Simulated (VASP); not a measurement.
Crystal: Ag.

```
Ag
1.0
     0.00000    2.04500    2.04500
     2.04500    0.00000    2.04500
     2.04500    2.04500    0.00000
Ag
1
Direct
  0.00000 0.00000 0.00000
```

* Program: VASP 6.6.1
* Task: relaxation of cell and atoms
* Functional: LDA
* Potentials or basis: VASP PAW LDA potentials, release 64 (Ag)
* Cutoff: 600 eV
* k mesh: 34 × 34 × 34
* Occupations: gaussian, width 0.1 eV
* Spin: no spin polarisation

At the start: pressure -7.3 GPa; volume 17.10 Å³/atom.

Question: Where does the relaxation end?

Answer: Over 6 steps the energy falls by 27.2 meV/atom and the volume is 16.02 Å³/atom (-6.3 %); space group Fm-3m (No. 225, to 0.1 Å) before and after.

Step by step:
```tsv
step	energy change (eV)	largest force (eV/Å)	pressure (GPa)	volume (Å³)
1	0.0000	0.0000	-7.31	17.10
2	-0.0088	0.0000	8.08	15.24
3	-0.0272	0.0000	-0.03	16.02
4	-0.0272	0.0000	0.20	16.00
5	-0.0272	0.0000	-0.17	16.04
6	-0.0272	0.0000	0.00	16.02
```

Final structure:
```xyz
1
Lattice="0.0000 2.0010 2.0010 2.0010 0.0000 2.0010 2.0010 2.0010 0.0000" Properties=species:S:1:pos:R:3 pbc="T T T"
Ag    2.0010    2.0010    0.0000
```
